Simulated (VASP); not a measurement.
# Au in VASP: relaxation of the atoms with PBE

Aim: the relaxation of the atoms of Au with PBE.

Everything below comes from runs of VASP 6.6.1. Logs are shortened: lines on timing, memory, paths and dates and some standing lists are left out, and cuts for length are marked.

## Step 1: The cell of the first run

The cell holds a slab with vacuum, 4 atoms: a = 2.940 Å, b = 2.940 Å, c = 23.202 Å, α = 90.00°, β = 90.00°, γ = 120.00°.

## Step 2: Relaxation of the atoms, PBE

INCAR reads:

```
ALGO = Normal
DIPOL = 0.5 0.5 0.500
EDIFF = 1E-6
EDIFFG = -0.01
ENCUT = 520
GGA = PE
IBRION = 2
IDIPOL = 3
ISIF = 2
ISMEAR = -1
LASPH = True
LCHARG = False
LDIPOL = True
LREAL = False
LUSENCCL = False
LWAVE = False
NELM = 100
NSW = 32
PREC = Accurate
SIGMA = 0.05
```

KPOINTS reads:

```
k-points
0
Gamma
  13 13 1
```

POSCAR reads:

```
Au
1.0
    2.9400990585      0.0000000000      0.0000000000
   -1.4700495293      2.5462004743      0.0000000000
    0.0000000000      0.0000000000     23.2017000000
Au
4
Direct
    0.0000000000      0.0000000000      0.3445147924
    0.3333333333      0.6666666667      0.4487741934
    0.6666666667      0.3333333333      0.5512258202
    0.0000000000      0.0000000000      0.6554851934
```

Potentials or basis: VASP PAW PBE potentials, release 64 (Au).

Command:

```console
$ cat potpaw_PBE.64/Au/POTCAR > POTCAR
$ mpirun -np 1 vasp_std > vasp.out
```

OUTCAR:

```text
EDIFF = 1E-6
   EDIFFG = -0.01
   ENCUT = 520
   GGA = PE
   IBRION = 2
   ISIF = 2
   ISMEAR = -1
   LASPH = True
   LREAL = False
   NELM = 100
   NSW = 32
   PREC = Accurate

 ion  position               nearest neighbor table
   1  0.000  0.000  0.345-   2 2.96   2 2.96   2 2.96
   2  0.333  0.667  0.449-   3 2.92   3 2.92   3 2.92   1 2.96   1 2.96   1 2.96
   3  0.667  0.333  0.551-   2 2.92   2 2.92   2 2.92   4 2.96   4 2.96   4 2.96
   4  0.000  0.000  0.655-   3 2.96   3 2.96   3 2.96

  LATTYP: Found a hexagonal cell.
 ALAT       =     2.9400990585
 C/A-ratio  =     7.8914688037

  Lattice vectors:

 A1 = (   2.9400990585,   0.0000000000,   0.0000000000)
 A2 = (  -1.4700495293,   2.5462004743,   0.0000000000)
 A3 = (   0.0000000000,   0.0000000000,  23.2017000000)

Analysis of symmetry for initial positions (statically):
=====================================================================
 Subroutine PRICEL returns:
 Original cell was already a primitive cell.

 Routine SETGRP: Setting up the symmetry group for a
 hexagonal supercell.

 Subroutine GETGRP returns: Found 12 space group operations
 (whereof 12 operations were pure point group operations)
 out of a pool of 24 trial point group operations.

The static configuration has the point symmetry D_3d.

Analysis of symmetry for dynamics (positions and initial velocities):
=====================================================================
 Subroutine PRICEL returns:
 Original cell was already a primitive cell.

 Routine SETGRP: Setting up the symmetry group for a
 hexagonal supercell.

 Subroutine GETGRP returns: Found 12 space group operations
 (whereof 12 operations were pure point group operations)
 out of a pool of 24 trial point group operations.

The dynamic configuration has the point symmetry D_3d.

 Subroutine INISYM returns: Found 12 space group operations
 (whereof 12 operations are pure point group operations),
 and found     1 'primitive' translations

----------------------------------------------------------------------------------------

                                     Primitive cell

  volume of cell :     173.6898

  direct lattice vectors                    reciprocal lattice vectors
     2.940099058  0.000000000  0.000000000     0.340124594  0.196371026 -0.000000000
    -1.470049529  2.546200474  0.000000000     0.000000000  0.392742052  0.000000000
     0.000000000  0.000000000 23.201700000     0.000000000 -0.000000000  0.043100290

  length of vectors
     2.940099058  2.940099059 23.201700000     0.392742052  0.392742052  0.043100290

  position of ions in fractional coordinates (direct lattice)
     0.000000000  0.000000000  0.344514792
     0.333333333  0.666666667  0.448774193
     0.666666667  0.333333333  0.551225820
     0.000000000  0.000000000  0.655485193

  ion indices of the primitive-cell ions
   primitive index   ion index
                 1           1
                 2           2
                 3           3
                 4           4

----------------------------------------------------------------------------------------

 KPOINTS: k-points

Automatic generation of k-mesh.
 Grid dimensions read from file:
 generate k-points for:   13   13    1

 Generating k-lattice:

  Cartesian coordinates                     Fractional coordinates (reciprocal lattice)
     0.026163430  0.015105464 -0.000000000     0.076923077 -0.000000000  0.000000000
     0.000000000  0.030210927  0.000000000     0.000000000  0.076923077  0.000000000
     0.000000000 -0.000000000  0.043100290     0.000000000  0.000000000  1.000000000

  Length of vectors
     0.030210927  0.030210927  0.043100290

  Shift w.r.t. Gamma in fractional coordinates (k-lattice)
     0.000000000  0.000000000  0.000000000

 Subroutine IBZKPT returns following result:
 ===========================================

 Found     21 irreducible k-points:

 Following reciprocal coordinates:
            Coordinates               Weight
  0.000000  0.000000  0.000000      1.000000
  0.076923  0.000000  0.000000      6.000000
  0.153846  0.000000  0.000000      6.000000
  0.230769  0.000000  0.000000      6.000000
  0.307692  0.000000  0.000000      6.000000
  0.384615  0.000000  0.000000      6.000000
[... 13 lines left out ...]
  0.384615  0.230769  0.000000      6.000000
  0.307692  0.307692  0.000000      6.000000
   k-points           NKPTS =     21   k-points in BZ     NKDIM =     21   number of bands    NBANDS=     26
   number of dos      NEDOS =    301   number of ions     NIONS =      4
   total plane-waves  NPLWV = 103680
   dimension x,y,z NGX =    24 NGY =   24 NGZ =  180
   dimension x,y,z NGXF=    48 NGYF=   48 NGZF=  360
   ions per type =               4
   NGX,Y,Z   is equivalent  to a cutoff of  13.57, 13.57, 12.90 a.u.
   NGXF,Y,Z  is equivalent  to a cutoff of  27.14, 27.14, 25.79 a.u.
 SYSTEM =  unknown system
   PREC   = accura    normal or accurate (medium, high low for compatibility)
   ISTART =      0    job   : 0-new  1-cont  2-samecut
   ICHARG =      2    charge: 1-file 2-atom 10-const
   ISPIN  =      1    spin polarized calculation?
   LNONCOLLINEAR =      F non collinear calculations
   LSORBIT =      F    spin-orbit coupling
   LASPH  =      T    aspherical Exc in radial PAW
   ENCUT  =  520.0 eV  38.22 Ry    6.18 a.u.   5.47  5.47 43.14*2*pi/ulx,y,z
   NELM   =    100;   NELMIN=  2; NELMDL= -5     # of ELM steps
   EDIFF  = 0.1E-05   stopping-criterion for ELM
   LREAL  =      F    real-space projection
   EDIFFG = -.1E-01   stopping-criterion for IOM
   NSW    =     32    number of steps for IOM
   IBRION =      2    ionic relax: 0-MD 1-quasi-New 2-CG
   NFREE  =      1    steps in history (QN), initial steepest desc. (CG)
   ISIF   =      2    stress and relaxation
   ISYM   =      2    0-nonsym 1-usesym 2-fastsym
   POTIM  = 0.5000    time-step for ionic-motion
   TEBEG  =    0.0;   TEEND  =   0.0 temperature during run
   PSTRESS=    0.0 pullay stress
   NELECT =      44.0000    total number of electrons
   NUPDOWN=      -1.0000    fix difference up-down
   EMIN   =  10.00;   EMAX   =-10.00  energy-range for DOS
   EFERMI =   0.00;   METHOD = LEGACY
   ISMEAR =    -1;   SIGMA  =   0.05  broadening in eV -4-tet -1-fermi 0-gaus
   EFERMI_NEDOS =   21; number of points for ismear=-14 and -15
   IALGO  =     38    algorithm
   IMIX   =      4    mixing-type and parameters
     AMIX     =   0.40;   BMIX     =  1.00
     AMIX_MAG =   1.60;   BMIX_MAG =  1.00
  volume/ion in A,a.u.               =      43.42       293.03
  Fermi-wavevector in a.u.,A,eV,Ry     =   1.035860  1.957491 14.599123  1.073005
  Thomas-Fermi vector in A             =   2.170223
   LORBIT       =      0    0 simple, 1 ext, 2 COOP (PROOUT), +10 PAW based schemes
   GGA     = PE    functional components
   LHFCALC =     F    Hartree Fock is set to
   AEXX    =    0.0000 exact exchange contribution
   IVDW    =     0    specifies the selected vdW correction
   LEPSILON=     F    determine dielectric tensor
   LRPA    =     F    only Hartree local field effects (RPA)
 conjugate gradient relaxation of ions
 non-spin polarized calculation
  energy-cutoff  :      520.00
  volume of cell :      173.69
 maximum number of plane-waves:      4769
 NGX is ok and might be reduce to    24
   NGX = 11   NGY = 11   NGZ = 87

 dipolmoment           0.000000      0.000000      0.000000 electrons x Angstroem

 number of electron      43.9999995 magnetization

 dipolmoment           0.000000      0.000000     -0.000000 electrons x Angstroem

 Free energy of the ion-electron system (eV)
  ---------------------------------------------------
  ext. energy  EPLUGINS =         0.00000000
  ---------------------------------------------------
  free energy    TOTEN  =       -12.21593736 eV

  energy without entropy =      -12.19754198  energy(sigma->0) =      -12.20673967

 E-fermi :   0.3445     XC(G=0):  -5.8133

 val. band max:        0.3374753607   @ k =   0.1538   0.0000   0.0000
 cond. band min:       0.5666920316   @ k =   0.3846   0.0000   0.0000
 fundamental gap:      0.2292166709
 Fermi energy:         0.3445039802

 k-point     1 :       0.0000    0.0000    0.0000
  band No.  band energies     occupation
      1      -8.3456      2.00000
      2      -7.1794      2.00000
      3      -6.2164      2.00000
      4      -6.1693      2.00000
      5      -3.8991      2.00000
      6      -3.8232      2.00000
[... 18 lines left out ...]
     25       0.8291      0.00012
     26       5.0116      0.00000

 k-point     2 :       0.0769    0.0000    0.0000
  band No.  band energies     occupation
      1      -8.1734      2.00000
      2      -7.0105      2.00000
      3      -6.0488      2.00000
      4      -6.0211      2.00000
      5      -3.9932      2.00000
      6      -3.9358      2.00000
[... 18 lines left out ...]
     25       1.2962      0.00000
     26       5.1041      0.00000

 k-point     3 :       0.1538    0.0000    0.0000
  band No.  band energies     occupation
      1      -7.6827      2.00000
      2      -6.5474      2.00000
      3      -5.6451      2.00000
      4      -5.5894      2.00000
      5      -4.2766      2.00000
      6      -4.1029      2.00000
[... 485 lines left out ...]
 k-point    20 :       0.3846    0.2308    0.0000
  band No.  band energies     occupation
      1      -5.2654      2.00000
      2      -5.2267      2.00000
      3      -4.8893      2.00000
      4      -4.6112      2.00000
      5      -4.5734      2.00000
      6      -4.3083      2.00000
[... 18 lines left out ...]
     25       4.4778      0.00000
     26       5.0608      0.00000

 k-point    21 :       0.3077    0.3077    0.0000
  band No.  band energies     occupation
      1      -5.0857      2.00000
      2      -5.0230      2.00000
      3      -4.8486      2.00000
      4      -4.5035      2.00000
      5      -4.4391      2.00000
      6      -4.2921      2.00000
[... 18 lines left out ...]
     25       5.0823      0.00000
     26       5.1275      0.00000

------------------------ aborting loop because EDIFF is reached ----------------------------------------

 vacuum level on the upper side and lower side of the slab       (xc-potential included)        -0.010        -0.010

  FORCE on cell =-STRESS in cart. coord.  units (eV):
  Direction    XX          YY          ZZ          XY          YZ          ZX
  --------------------------------------------------------------------------------------
  -------------------------------------------------------------------------------------
  Total       -2.5711986     -2.5711986     -0.0694622      0.0000000      0.0000000      0.0000000
  in kB      -23.7176599    -23.7176599     -0.6407441      0.0000000      0.0000000      0.0000000
  external PRESSURE =     -16.0253546 kB  Pullay stress =       0.0000000 kB

 VOLUME and BASIS-vectors are now :
 -----------------------------------------------------------------------------
  energy-cutoff  :      520.00
  volume of cell :      173.69
      direct lattice vectors                 reciprocal lattice vectors
     2.940099058  0.000000000  0.000000000     0.340124594  0.196371026 -0.000000000
    -1.470049529  2.546200474  0.000000000     0.000000000  0.392742052  0.000000000
     0.000000000  0.000000000 23.201700000     0.000000000 -0.000000000  0.043100290

 POSITION                                       TOTAL-FORCE (eV/Angst)
 -----------------------------------------------------------------------------------
      0.00000      0.00000      7.99333        -0.000000     -0.000000      0.002581
     -0.00000      1.69747     10.41232         0.000000     -0.000000      0.000035
      1.47005      0.84873     12.78938        -0.000000      0.000000     -0.000035
      0.00000      0.00000     15.20837        -0.000000      0.000000     -0.002581
 -----------------------------------------------------------------------------------
    total drift:                               -0.000000      0.000000      0.000006

  FREE ENERGIE OF THE ION-ELECTRON SYSTEM (eV)
  ---------------------------------------------------
  free  energy   TOTEN  =       -12.2159373557 eV

  energy  without entropy=      -12.1975419777  energy(sigma->0) =      -12.20673967

 reached required accuracy - stopping structural energy minimisation

 vacuum level on the upper side and lower side of the slab         5.657         5.657
```

Wall time 61 s (1 × NVIDIA H100 80GB with 1 thread of Intel Xeon Platinum 8481C at 2.70GHz (Sapphire Rapids), shared host); peak memory 1.3 GiB.

What came out:

| Property | Result |
| --- | --- |
| Free energy | -12.2159 eV |
| Band gap on the k mesh | zero (bands 22 and 23 overlap by 4.75 eV) |

Forces in eV/Å, atoms in the order of the input:
```
Au   0.000  0.000  0.003
Au   0.000  0.000  0.000
Au   0.000  0.000  0.000
Au   0.000  0.000 -0.003
```

Final structure:
```xyz
4
Lattice="2.9401 0.0000 0.0000 -1.4700 2.5462 0.0000 0.0000 0.0000 23.2017" Properties=species:S:1:pos:R:3 pbc="T T T"
Au    0.0000    0.0000    7.9933
Au    0.0000    1.6975   10.4123
Au    1.4700    0.8487   12.7894
Au    0.0000    0.0000   15.2084
```

Caveat: the relaxation stopped at its first step, so nothing moved; spin-orbit coupling is left out, which moves the levels of the heavy elements.
